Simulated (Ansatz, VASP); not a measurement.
Lu4ZrO: VASP beside Ansatz

Contents of INCAR:

```
PREC = Accurate
ENCUT = 520
EDIFF = 1E-7
ISMEAR = 0
SIGMA = 0.1
LREAL = F
LASPH = T
NELM = 150
ALGO = Normal
ISIF = 2
LWAVE = F
LCHARG = T
ISPIN = 2
MAGMOM = 0 0 0 0 1 0
LORBIT = 11
LMAXMIX = 4
GGA = PE
LELF = T
LVHAR = T
NBANDS = 72
```

File KPOINTS:

```
Automatic mesh
0
Gamma
  4 4 4
```

Contents of POSCAR:

```
Lu4ZrO
1.0
    0.0000000000      4.3201832280      4.3201832280
    4.3201832280      0.0000000000      4.3201832280
    4.3201832280      4.3201832280      0.0000000000
Lu Zr O
4 1 1
Direct
    0.6238158568      0.6238158568      0.1285524297
    0.6238158568      0.1285524297      0.6238158568
    0.1285524297      0.6238158568      0.6238158568
    0.6238158568      0.6238158568      0.6238158568
    0.2500000000      0.2500000000      0.2500000000
    0.0000000000      0.0000000000      0.0000000000
```

Input for Ansatz:

```yaml
crystal:
  lattice:
    - [0.0, 4.320183228, 4.320183228]
    - [4.320183228, 0.0, 4.320183228]
    - [4.320183228, 4.320183228, 0.0]
  atoms:
    - { symbol: Lu, position: [0.6238158568, 0.6238158568, 0.1285524297] }
    - { symbol: Lu, position: [0.6238158568, 0.1285524297, 0.6238158568] }
    - { symbol: Lu, position: [0.1285524297, 0.6238158568, 0.6238158568] }
    - { symbol: Lu, position: [0.6238158568, 0.6238158568, 0.6238158568] }
    - { symbol: Zr, position: [0.25, 0.25, 0.25], spin: 1.0 }
    - { symbol: O, position: [0.0, 0.0, 0.0] }
basis:
  ecutwfc: 420
kpoints:
  mp_grid: { grid: [4, 4, 4] }
hamiltonian:
  xc: pbe
scf:
  occupations: { method: gaussian, width: 0.1 }
  lower_state_search: "off"
output:
  forces: true
  stress: true
  eigenvalues: true
  populations: true
magnetization:
  spin_polarized: true
```

Change from the starting cell: species swapped into the LaLuAl4 type (F-43m, No. 216).

Alike in both runs: task single point; functional PBE; k mesh 4 × 4 × 4; occupations gaussian, width 0.1 eV; collinear spin.

```csv
,VASP,Ansatz
version,VASP 6.6.1,Ansatz 0.2.0
potentials or method,"VASP PAW PBE potentials, release 64 (Lu, Zr_sv, O), cutoff 520 eV","scalar-relativistic, plane waves, PAW"
valence electrons in the cell,118,118
```

Ansatz gave:

```
gap on the k mesh at the Fermi level (eV)                     : none
pressure (GPa)                                                : 0.3
rms of the force components (eV/Å)                            : 0.018
net moment per atom (μB)                                      : 0.31
size of the moment on the site where the two differ most (μB) : 0.92
```

Problem. What did VASP give for the same quantities?

Solution. gap on the k mesh at the Fermi level (eV): none; pressure (GPa): 0.4; rms of the force components (eV/Å): 0.021; net moment per atom (μB): 0.31; size of the moment on the site where the two differ most (μB): 0.71.

Site moments also hang on the region over which each program counts them. Atom by atom the forces differ by 0.003 eV/Å (rms over components). A gap of «none» marks a metal or a gap that the smearing closes.

Spin-orbit coupling is off throughout.
